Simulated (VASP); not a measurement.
Ba2Hf, 3 atoms in the cell. The structure is cubic, space group Fm-3m (No. 225). Conventional cell: a = 6.863 Å, b = 6.863 Å, c = 6.863 Å, α = 90.00°, β = 90.00°, γ = 90.00°. Ba (site symmetry -43m) has 4 Hf at 2.97 Å and 6 Ba at 3.43 Å within 3.9 Å. Within 3.9 Å of Hf (site symmetry m-3m) lie 8 Ba at 2.97 Å. 

- Program: VASP 6.6.1
- Task: single point
- Functional: PBE
- Potentials or basis: VASP PAW PBE potentials, release 64 (Ba_sv, Hf_pv)
- Cutoff: 520 eV
- k mesh: 4 × 4 × 4
- Occupations: gaussian, width 0.1 eV
- Spin: no spin polarisation
- Dipole correction: no
- Further INCAR settings: ALGO = Normal; EDIFF = 1e-06; NBANDS = 22

Potentials or basis: VASP PAW PBE potentials, release 64 (Ba_sv, Hf_pv).

The run is started by

```sh
$ cat potpaw_PBE.64/Ba_sv/POTCAR potpaw_PBE.64/Hf_pv/POTCAR > POTCAR
$ mpirun -np 1 vasp_std > vasp.out
```

Hardware: 1 thread of Intel Xeon 8259CL, with other jobs on the host.

Question: How long does it take, and how much memory?

Answer: Wall time 32 s on 1 thread of Intel Xeon 8259CL, with other jobs on the host, peak memory 0.21 GiB. Counts: scf iterations 12, k points 8.
